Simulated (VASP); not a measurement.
A run of VASP 6.6.1 is set up as follows.

File INCAR:

```
ALGO = Normal ; DIPOL = 0.5 0.5 0.302
EDIFF = 1E-7 ; ENCUT = 520
GGA = PE ; IDIPOL = 3
ISIF = 2 ; ISMEAR = 0
LASPH = True ; LCHARG = False
LDIPOL = True ; LREAL = False
LWAVE = False ; NBANDS = 19
NELM = 100 ; PREC = Accurate
SIGMA = 0.1
```

Contents of KPOINTS:

```
k-points
0
Gamma
  18 18 1
```

The input POSCAR:

```
Hg
1.0
    3.1746337432      0.0000000000      0.0000000000
    0.0000000000      3.1746337432      0.0000000000
    0.0000000000      0.0000000000     29.8274500000
Hg
2
Direct
    0.5000000000      0.5000000000      0.2470716397
    0.5000000000      0.5000000000      0.3563993603
```

Potentials or basis: VASP PAW PBE potentials, release 64 (Hg).

Run with:

```bash
$ cat potpaw_PBE.64/Hg/POTCAR > POTCAR
$ mpirun -np 1 vasp_std > vasp.out
```

Estimate the largest force.

0.009 eV/Å.

Predict the band gap on the k mesh.

zero (bands 12 and 13 overlap by 2.11 eV).

Forces on the atoms (eV/Å):
```
Hg   0.000  0.000 -0.009
Hg   0.000  0.000  0.009
```

Caveat: spin-orbit coupling is left out, which moves the levels of the heavy elements.
